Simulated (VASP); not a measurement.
# BP (F-43m) in VASP: a series of runs

Runs on BP. Level: LDA. Tasks: single point, relaxation of cell and atoms.

Program: VASP 6.6.1. These are calculated values, not measurements. Logs are shortened: lines on timing, memory, paths and dates and some standing lists are left out, and cuts for length are marked.

### Step 1. The cell of the first run

The structure is cubic, space group F-43m (No. 216). The conventional cell has a = 4.492 Å, b = 4.492 Å, c = 4.492 Å, α = 90.00°, β = 90.00°, γ = 90.00°. Within 2.6 Å of B (site symmetry -43m) lie 4 P at 1.94 Å. Within 2.6 Å of P (site symmetry -43m) lie 4 B at 1.94 Å.

### Step 2. Single point, LDA

INCAR reads:

```
SYSTEM = BP
ALGO = Normal
EDIFF = 1E-6
ENCUT = 500
GGA_COMPAT = .False.
ISIF = 2
ISMEAR = 0
LASPH = .True.
LCHARG = .True.
LELF = .True.
LREAL = .False.
LVHAR = .True.
LWAVE = .False.
NBANDS = 11
NELM = 120
PREC = Accurate
SIGMA = 0.01
```

KPOINTS reads:

```
k-points
0
Gamma
  6 6 6
  0 0 0
```

POSCAR reads:

```
BP
1.0
    0.0000000000      2.2458268461      2.2458268461
    2.2458268461      0.0000000000      2.2458268461
    2.2458268461      2.2458268461      0.0000000000
B P
1 1
Direct
    0.0000000000      0.0000000000      0.0000000000
    0.2500000000      0.2500000000      0.2500000000
```

Potentials or basis: VASP PAW LDA potentials, release 64 (B, P).

Run with:

```sh
$ cat potpaw_LDA.64/B/POTCAR potpaw_LDA.64/P/POTCAR > POTCAR
$ mpirun -np 1 vasp_std > vasp.out
```

OUTCAR:

```text
SYSTEM = BP
   EDIFF = 1E-6
   ENCUT = 500
   ISIF = 2
   ISMEAR = 0
   LASPH = .True.
   LREAL = .False.
   NELM = 120
   PREC = Accurate

 ion  position               nearest neighbor table
   1  0.000  0.000  0.000-   2 1.94   2 1.94   2 1.94   2 1.94
   2  0.250  0.250  0.250-   1 1.94   1 1.94   1 1.94   1 1.94

  LATTYP: Found a face centered cubic cell.
 ALAT       =     4.4916536922

  Lattice vectors:

 A1 = (   0.0000000000,   2.2458268461,   2.2458268461)
 A2 = (   2.2458268461,   0.0000000000,   2.2458268461)
 A3 = (   2.2458268461,   2.2458268461,   0.0000000000)

Analysis of symmetry for initial positions (statically):
=====================================================================
 Subroutine PRICEL returns:
 Original cell was already a primitive cell.

 Routine SETGRP: Setting up the symmetry group for a
 face centered cubic supercell.

 Subroutine GETGRP returns: Found 24 space group operations
 (whereof 24 operations were pure point group operations)
 out of a pool of 48 trial point group operations.

The static configuration has the point symmetry T_d .

Analysis of symmetry for dynamics (positions and initial velocities):
=====================================================================
 Subroutine PRICEL returns:
 Original cell was already a primitive cell.

 Routine SETGRP: Setting up the symmetry group for a
 face centered cubic supercell.

 Subroutine GETGRP returns: Found 24 space group operations
 (whereof 24 operations were pure point group operations)
 out of a pool of 48 trial point group operations.

The dynamic configuration has the point symmetry T_d .

 Subroutine INISYM returns: Found 24 space group operations
 (whereof 24 operations are pure point group operations),
 and found     1 'primitive' translations

----------------------------------------------------------------------------------------

                                     Primitive cell

  volume of cell :      22.6547

  direct lattice vectors                    reciprocal lattice vectors
     0.000000000  2.245826846  2.245826846    -0.222635151  0.222635151  0.222635151
     2.245826846  0.000000000  2.245826846     0.222635151 -0.222635151  0.222635151
     2.245826846  2.245826846  0.000000000     0.222635151  0.222635151 -0.222635151

  length of vectors
     3.176078784  3.176078784  3.176078784     0.385615394  0.385615394  0.385615394

  position of ions in fractional coordinates (direct lattice)
     0.000000000  0.000000000  0.000000000
     0.250000000  0.250000000  0.250000000

  ion indices of the primitive-cell ions
   primitive index   ion index
                 1           1
                 2           2

----------------------------------------------------------------------------------------

 KPOINTS: k-points

Automatic generation of k-mesh.
 Grid dimensions read from file:
 generate k-points for:    6    6    6

 Generating k-lattice:

  Cartesian coordinates                     Fractional coordinates (reciprocal lattice)
    -0.037105859  0.037105859  0.037105859     0.166666667  0.000000000  0.000000000
     0.037105859 -0.037105859  0.037105859     0.000000000  0.166666667  0.000000000
     0.037105859  0.037105859 -0.037105859     0.000000000  0.000000000  0.166666667

  Length of vectors
     0.064269232  0.064269232  0.064269232

  Shift w.r.t. Gamma in fractional coordinates (k-lattice)
     0.000000000  0.000000000  0.000000000

 Subroutine IBZKPT returns following result:
 ===========================================

 Found     16 irreducible k-points:

 Following reciprocal coordinates:
            Coordinates               Weight
  0.000000  0.000000  0.000000      1.000000
  0.166667  0.000000  0.000000      8.000000
  0.333333  0.000000  0.000000      8.000000
  0.500000  0.000000  0.000000      4.000000
  0.166667  0.166667  0.000000      6.000000
  0.333333  0.166667  0.000000     24.000000
[... 8 lines left out ...]
 -0.333333  0.333333  0.166667     24.000000
 -0.333333  0.500000  0.166667     12.000000
   k-points           NKPTS =     16   k-points in BZ     NKDIM =     16   number of bands    NBANDS=     11
   number of dos      NEDOS =    301   number of ions     NIONS =      2
   total plane-waves  NPLWV =  13824
   dimension x,y,z NGX =    24 NGY =   24 NGZ =   24
   dimension x,y,z NGXF=    48 NGYF=   48 NGZF=   48
   ions per type =               1   1
   NGX,Y,Z   is equivalent  to a cutoff of  12.56, 12.56, 12.56 a.u.
   NGXF,Y,Z  is equivalent  to a cutoff of  25.12, 25.12, 25.12 a.u.
 SYSTEM =  BP
   PREC   = accura    normal or accurate (medium, high low for compatibility)
   ISTART =      0    job   : 0-new  1-cont  2-samecut
   ICHARG =      2    charge: 1-file 2-atom 10-const
   ISPIN  =      1    spin polarized calculation?
   LNONCOLLINEAR =      F non collinear calculations
   LSORBIT =      F    spin-orbit coupling
   LASPH  =      T    aspherical Exc in radial PAW
   ENCUT  =  500.0 eV  36.75 Ry    6.06 a.u.   5.79  5.79  5.79*2*pi/ulx,y,z
   NELM   =    120;   NELMIN=  2; NELMDL= -5     # of ELM steps
   EDIFF  = 0.1E-05   stopping-criterion for ELM
   LREAL  =      F    real-space projection
   EDIFFG = 0.1E-04   stopping-criterion for IOM
   NSW    =      0    number of steps for IOM
   IBRION =     -1    ionic relax: 0-MD 1-quasi-New 2-CG
   NFREE  =      0    steps in history (QN), initial steepest desc. (CG)
   ISIF   =      2    stress and relaxation
   ISYM   =      2    0-nonsym 1-usesym 2-fastsym
   POTIM  = 0.5000    time-step for ionic-motion
   TEBEG  =    0.0;   TEEND  =   0.0 temperature during run
   PSTRESS=    0.0 pullay stress
   NELECT =       8.0000    total number of electrons
   NUPDOWN=      -1.0000    fix difference up-down
   EMIN   =  10.00;   EMAX   =-10.00  energy-range for DOS
   EFERMI =   0.00;   METHOD = LEGACY
   ISMEAR =     0;   SIGMA  =   0.01  broadening in eV -4-tet -1-fermi 0-gaus
   EFERMI_NEDOS =   21; number of points for ismear=-14 and -15
   IALGO  =     38    algorithm
   IMIX   =      4    mixing-type and parameters
     AMIX     =   0.40;   BMIX     =  1.00
     AMIX_MAG =   1.60;   BMIX_MAG =  1.00
  volume/ion in A,a.u.               =      11.33        76.44
  Fermi-wavevector in a.u.,A,eV,Ry     =   1.157138  2.186674 18.217776  1.338969
  Thomas-Fermi vector in A             =   2.293752
   LORBIT       =      0    0 simple, 1 ext, 2 COOP (PROOUT), +10 PAW based schemes
   GGA     = CA    functional components
   LHFCALC =     F    Hartree Fock is set to
   AEXX    =    0.0000 exact exchange contribution
   IVDW    =     0    specifies the selected vdW correction
   LEPSILON=     F    determine dielectric tensor
   LRPA    =     F    only Hartree local field effects (RPA)
 non-spin polarized calculation
 Gauss-broadening in eV      SIGMA  =   0.01
  energy-cutoff  :      500.00
  volume of cell :       22.65
 maximum number of plane-waves:       589
   NGX = 11   NGY = 11   NGZ = 11

 number of electron       8.0000001 magnetization

 Free energy of the ion-electron system (eV)
  ---------------------------------------------------
  ext. energy  EPLUGINS =         0.00000000
  ---------------------------------------------------
  free energy    TOTEN  =       -14.38114600 eV

  energy without entropy =      -14.38114600  energy(sigma->0) =      -14.38114600

 E-fermi :   7.8827     XC(G=0): -11.2138

 val. band max:        7.7839408538   @ k =   0.0000   0.0000   0.0000
 cond. band min:       9.0238357301   @ k =   0.5000   0.5000   0.0000
 fundamental gap:      1.2398948764
 Fermi energy:         7.8826867100

 k-point     1 :       0.0000    0.0000    0.0000
  band No.  band energies     occupation
      1      -7.8831      2.00000
      2       7.7839      2.00000
      3       7.7839      2.00000
      4       7.7839      2.00000
      5      11.2084      0.00000
      6      11.2084      0.00000
      7      11.2084      0.00000
      8      15.6258      0.00000
      9      19.2545      0.00000
     10      20.0525      0.00000
     11      20.0525      0.00000

 k-point     2 :       0.1667    0.0000    0.0000
  band No.  band energies     occupation
      1      -7.3730      2.00000
      2       4.9130      2.00000
      3       7.1048      2.00000
      4       7.1048      2.00000
      5      11.8886      0.00000
      6      12.1297      0.00000
      7      12.1297      0.00000
      8      16.7704      0.00000
      9      18.7816      0.00000
     10      18.7816      0.00000
     11      20.5246      0.00000

 k-point     3 :       0.3333    0.0000    0.0000
  band No.  band energies     occupation
      1      -5.9146      2.00000
      2       0.9407      2.00000
      3       6.2901      2.00000
      4       6.2901      2.00000
      5      11.8434      0.00000
      6      12.6532      0.00000
      7      12.6532      0.00000
      8      17.8835      0.00000
      9      19.7611      0.00000
     10      19.7611      0.00000
     11      21.3225      0.00000

 k-point     4 :       0.5000    0.0000    0.0000
  band No.  band energies     occupation
      1      -4.4323      2.00000
      2      -1.4495      2.00000
      3       5.9980      2.00000
      4       5.9980      2.00000
      5      11.7505      0.00000
      6      12.4821      0.00000
      7      12.4821      0.00000
      8      17.8111      0.00000
      9      22.5576      0.00000
     10      22.5576      0.00000
     11      22.6295      0.00000

 k-point     5 :       0.1667    0.1667    0.0000
  band No.  band energies     occupation
      1      -7.2021      2.00000
      2       5.8982      2.00000
      3       6.0031      2.00000
      4       6.0031      2.00000
      5      10.1913      0.00000
      6      13.7231      0.00000
      7      13.7231      0.00000
      8      14.7514      0.00000
      9      18.7405      0.00000
     10      20.7854      0.00000
     11      21.2952      0.00000
[... 99 lines left out ...]
 k-point    13 :       0.5000    0.5000    0.0000
  band No.  band energies     occupation
      1      -2.8901      2.00000
      2      -0.8610      2.00000
      3       3.5660      2.00000
      4       3.5660      2.00000
      5       9.0238      0.00000
      6       9.3072      0.00000
      7      20.0706      0.00000
      8      20.0706      0.00000
      9      23.1345      0.00000
     10      24.7632      0.00000
     11      26.0189      0.00000

 k-point    14 :       0.5000    0.3333    0.1667
  band No.  band energies     occupation
      1      -4.6575      2.00000
      2       1.2371      2.00000
      3       2.6363      2.00000
      4       4.4266      2.00000
      5      11.7583      0.00000
      6      13.2497      0.00000
      7      14.4126      0.00000
      8      17.4314      0.00000
      9      20.6175      0.00000
     10      21.5025      0.00000
     11      25.7405      0.00000

 k-point    15 :      -0.3333    0.3333    0.1667
  band No.  band energies     occupation
      1      -3.2900      2.00000
      2      -0.4367      2.00000
      3       2.1584      2.00000
      4       3.6792      2.00000
      5      12.2141      0.00000
      6      13.5681      0.00000
      7      16.4786      0.00000
      8      17.0749      0.00000
      9      18.3686      0.00000
     10      22.7697      0.00000
     11      25.5966      0.00000

 k-point    16 :      -0.3333    0.5000    0.1667
  band No.  band energies     occupation
      1      -2.6663      2.00000
      2      -0.4676      2.00000
      3       2.3169      2.00000
      4       2.4254      2.00000
      5      11.5601      0.00000
      6      12.1958      0.00000
      7      17.0552      0.00000
      8      17.6892      0.00000
      9      20.8319      0.00000
     10      24.1477      0.00000
     11      24.5249      0.00000

------------------------ aborting loop because EDIFF is reached ----------------------------------------

  FORCE on cell =-STRESS in cart. coord.  units (eV):
  Direction    XX          YY          ZZ          XY          YZ          ZX
  --------------------------------------------------------------------------------------
  -------------------------------------------------------------------------------------
  Total       -0.0152945     -0.0152945     -0.0152945      0.0000000      0.0000000     -0.0000000
  in kB       -1.0816513     -1.0816513     -1.0816513      0.0000000      0.0000000     -0.0000000
  external PRESSURE =      -1.0816513 kB  Pullay stress =       0.0000000 kB

 VOLUME and BASIS-vectors are now :
 -----------------------------------------------------------------------------
  energy-cutoff  :      500.00
  volume of cell :       22.65
      direct lattice vectors                 reciprocal lattice vectors
     0.000000000  2.245826846  2.245826846    -0.222635151  0.222635151  0.222635151
     2.245826846  0.000000000  2.245826846     0.222635151 -0.222635151  0.222635151
     2.245826846  2.245826846  0.000000000     0.222635151  0.222635151 -0.222635151

 POSITION                                       TOTAL-FORCE (eV/Angst)
 -----------------------------------------------------------------------------------
      0.00000      0.00000      0.00000        -0.000000     -0.000000     -0.000000
      1.12291      1.12291      1.12291         0.000000      0.000000      0.000000
 -----------------------------------------------------------------------------------
    total drift:                                0.000000      0.000000      0.000000

  FREE ENERGIE OF THE ION-ELECTRON SYSTEM (eV)
  ---------------------------------------------------
  free  energy   TOTEN  =       -14.3811459973 eV

  energy  without entropy=      -14.3811459973  energy(sigma->0) =      -14.38114600
```

It took 1.7 s on 1 thread of Intel Xeon 6975P-C (Granite Rapids), shared host; peak memory 0.12 GiB.

Results:

| Item | Value |
| --- | --- |
| Free energy | -14.3811 eV |
| Pressure | -0.1 GPa |
| Band gap on the k mesh | 1.24 eV, indirect (least direct gap 3.42 eV) |

Levels at points of the mesh, in eV from the valence-band top:
| k point | band 1 | band 2 | band 3 | band 4 | band 5 | band 6 | band 7 | band 8 |
| --- | --- | --- | --- | --- | --- | --- | --- | --- |
| (0.00, 0.00, 0.00) | -15.67 | 0.00 | 0.00 | 0.00 | 3.42 | 3.42 | 3.42 | 7.84 |
| (0.50, 0.00, 0.00) | -12.22 | -9.23 | -1.79 | -1.79 | 3.97 | 4.70 | 4.70 | 10.03 |
| (0.50, 0.50, 0.00) | -10.67 | -8.64 | -4.22 | -4.22 | 1.24 | 1.52 | 12.29 | 12.29 |

### Step 3. Relaxation of cell and atoms, LDA

This run uses another cell than the first one, of 11.70 Å³/atom, 1.033 times its volume.

INCAR reads:

```
SYSTEM = BP
PREC     = Accurate       ! precision mode
ENCUT    = 500            ! plane-wave cutoff, eV
EDIFF    = 1E-7           ! SCF threshold, eV
ISMEAR   = 0              ! smearing method
SIGMA    = 0.01           ! smearing width, eV
LREAL    = .False.        ! projectors in reciprocal space
LASPH    = .True.         ! aspherical terms in the spheres
NELM     = 120            ! most SCF steps
ALGO     = Normal         ! electronic algorithm
ISIF     = 3              ! what is computed and relaxed
LWAVE    = .False.        ! write WAVECAR
LCHARG   = .False.        ! write CHGCAR
GGA      = CA             ! functional
IBRION   = 2              ! ionic algorithm
NSW      = 80             ! ionic steps
EDIFFG   = -0.002         ! ionic threshold
GGA_COMPAT= .False.      
NELMIN   = 4
```

KPOINTS reads:

```
regular mesh
0
Gamma
  6 6 6
  0 0 0
```

POSCAR reads:

```
BP
1.0
    0.0000000000      2.2700000000      2.2700000000
    2.2700000000      0.0000000000      2.2700000000
    2.2700000000      2.2700000000      0.0000000000
B P
1 1
Direct
    0.0000000000      0.0000000000      0.0000000000
    0.2500000000      0.2500000000      0.2500000000
```

Potentials or basis: VASP PAW LDA potentials, release 64 (B, P).

Run with:

```sh
$ cat potpaw_LDA.64/B/POTCAR potpaw_LDA.64/P/POTCAR > POTCAR
$ mpirun -np 1 vasp_std > vasp.out
```

Run time: 2.5 s. Hardware: 1 thread of Intel Xeon 6975P-C (Granite Rapids), shared host; peak memory 0.11 GiB.

It converged, with:

```yaml
Free_energy: -14.3815 eV
Relaxed_volume: 11.32 Å³/atom
Relaxed_cell: a = 3.176 Å, b = 3.176 Å, c = 3.176 Å, α = 60.00°, β = 60.00°, γ = 60.00°
Space_group_after_relaxing_to_0.05_Å: F-43m (No. 216)
Energy_gained_by_relaxing: 6.5 meV/atom
Ionic_steps: 3
Pressure_after_relaxing: 0.0 GPa
Band_gap_on_the_k_mesh: 1.24 eV, indirect (least direct gap 3.43 eV)
```

Step by step:
| step | energy change (eV) | largest force (eV/Å) | pressure (GPa) | volume (Å³) |
| --- | --- | --- | --- | --- |
| 1 | 0.0000 | 0.0000 | -5.40 | 23.39 |
| 2 | -0.0053 | 0.0000 | 4.56 | 22.09 |
| 3 | -0.0130 | 0.0000 | -0.02 | 22.64 |

Final structure:
```cif
data_structure
_symmetry_space_group_name_H-M 'P 1'
_symmetry_Int_Tables_number 1
_cell_length_a 3.1755
_cell_length_b 3.1755
_cell_length_c 3.1755
_cell_angle_alpha 60.000
_cell_angle_beta 60.000
_cell_angle_gamma 60.000
_cell_volume 22.64
loop_
_atom_site_label
_atom_site_type_symbol
_atom_site_fract_x
_atom_site_fract_y
_atom_site_fract_z
_atom_site_occupancy
B1 B 0.00000 0.00000 0.00000 1
P1 P 0.25000 0.25000 0.25000 1
```

Levels at points of the mesh, in eV from the valence-band top:
```csv
k point,band 1,band 2,band 3,band 4,band 5,band 6,band 7,band 8
"(0.00, 0.00, 0.00)",-15.67,0.00,0.00,0.00,3.43,3.43,3.43,7.85
"(0.50, 0.00, 0.00)",-12.22,-9.24,-1.79,-1.79,3.97,4.70,4.70,10.03
"(0.50, 0.50, 0.00)",-10.68,-8.65,-4.22,-4.22,1.24,1.52,12.29,12.29
```
